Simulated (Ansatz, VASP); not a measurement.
SiNi: VASP beside Ansatz

```
CELL_PARAMETERS angstrom
5.15126 0.00000 0.00000
0.00000 3.37776 0.00000
0.00000 0.00000 5.61873
ATOMIC_POSITIONS crystal
Si 0.32135 0.75000 0.08417
Si 0.17865 0.25000 0.58417
Si 0.82135 0.75000 0.41583
Si 0.67865 0.25000 0.91583
Ni 0.00831 0.25000 0.18845
Ni 0.49169 0.75000 0.68845
Ni 0.50831 0.25000 0.31155
Ni 0.99169 0.75000 0.81155
```

Alike in both runs: task single point; functional PBE; k mesh 8 × 10 × 6; occupations gaussian, width 0.05 eV; no spin polarisation.

```csv
,VASP,Ansatz
version,VASP 6.6.1,Ansatz 0.2.0
potentials or method,"VASP PAW PBE potentials, release 64 (Si, Ni), cutoff 520 eV","scalar-relativistic, plane waves, PAW"
valence electrons in the cell,56,88
```

Ansatz gave:

```
gap on the k mesh at the Fermi level (eV)                     : none
pressure (GPa)                                                : 0.0
traceless stress, the component that is largest in VASP (GPa) : 0.00
rms of the force components (eV/Å)                            : 0.001
```

**Question.** What did VASP give for the same quantities?

**Answer.** gap on the k mesh at the Fermi level (eV): none; pressure (GPa): 0.1; traceless stress, the component that is largest in VASP (GPa): -0.08; rms of the force components (eV/Å): 0.005.

Atom by atom the forces differ by 0.005 eV/Å (rms over components). A gap of «none» marks a metal or a gap that the smearing closes. VASP's potentials hold 56 valence electrons a cell and Ansatz's 88, so a difference there can come from the potentials and not from the codes.
